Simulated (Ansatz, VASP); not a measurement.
Al in VASP and in Ansatz

```
CELL_PARAMETERS angstrom
2.83943 0.00000 0.00000
0.00000 8.51828 0.00000
0.00000 0.00000 25.70815
ATOMIC_POSITIONS crystal
Al 0.50000 0.28925 0.29521
Al 0.00000 0.56302 0.31874
Al 0.50000 0.83434 0.34300
Al 0.00000 0.10599 0.36797
Al 0.50000 0.38834 0.39743
Al 0.00000 0.66610 0.42244
Al 0.50000 0.94282 0.44827
Al 0.00000 0.21928 0.47388
Al 0.50000 0.50000 0.50000
Al 0.00000 0.78072 0.52612
Al 0.50000 0.05718 0.55173
Al 0.00000 0.33390 0.57756
Al 0.50000 0.61166 0.60257
Al 0.00000 0.89401 0.63203
Al 0.50000 0.16566 0.65700
Al 0.00000 0.43698 0.68126
Al 0.50000 0.71075 0.70479
```

Alike in both runs: functional PBEsol; k mesh 12 × 4 × 1; occupations gaussian, width 0.1 eV; no spin polarisation.

Ansatz relaxed the structure, and its values are those at the end. VASP's run is a single point on that final structure, the one shown.

|  | VASP | Ansatz |
| --- | --- | --- |
| version | VASP 6.6.1 | Ansatz 0.2.0 |
| potentials or method | VASP PAW PBE potentials, release 64 (Al), cutoff 520 eV | scalar-relativistic, plane waves, PAW |
| valence electrons in the cell | 51 | 51 |

VASP gave:

```
gap on the k mesh at the Fermi level (eV)  : none
rms of the force components (eV/Å)         : 0.004
work function, face that differs most (eV) : 4.14
```

What did Ansatz give for the same quantities?

gap on the k mesh at the Fermi level (eV): none; rms of the force components (eV/Å): 0.005; work function, face that differs most (eV): 4.14.

VASP's potentials were made for PBE, not for PBEsol. A gap of «none» marks a metal or a gap that the smearing closes.
